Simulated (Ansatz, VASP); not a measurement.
One calculation of CuB2, two programs

```xyz
3
Lattice="2.9548 0.0000 0.0000 -1.4774 2.5590 0.0000 0.0000 0.0000 3.1904" Properties=species:S:1:pos:R:3 pbc="T T T"
Cu    0.0000    0.0000    0.0000
B     0.0000    1.7060    1.5952
B     1.4774    0.8530    1.5952
```

Alike in both runs: task relaxation of cell and atoms; functional PBE; k mesh 6 × 6 × 6; occupations gaussian, width 0.1 eV; no spin polarisation.

|  | VASP | Ansatz |
| --- | --- | --- |
| version | VASP 6.6.1 | Ansatz 0.2.0 |
| potentials or method | VASP PAW PBE potentials, release 64 (Cu, B), cutoff 600 eV | scalar-relativistic, plane waves, PAW |
| valence electrons in the cell | 17 | 25 |

|  | VASP | Ansatz | Ansatz less VASP |
| --- | --- | --- | --- |
| gap on the k mesh at the Fermi level, each at its own relaxed structure (eV) | none | none | - |
| relaxed volume (Å³/atom) | 8.69 | 8.68 | -0.013 |
| relaxed cell length with the largest relative difference (Å) | 3.370 | 3.363 | -0.0064 |

A gap of «none» marks a metal or a gap that the smearing closes. VASP's potentials hold 17 valence electrons a cell and Ansatz's 25, so a difference there can come from the potentials and not from the codes.

The k mesh is coarse, so the values compare programs but aren't converged.
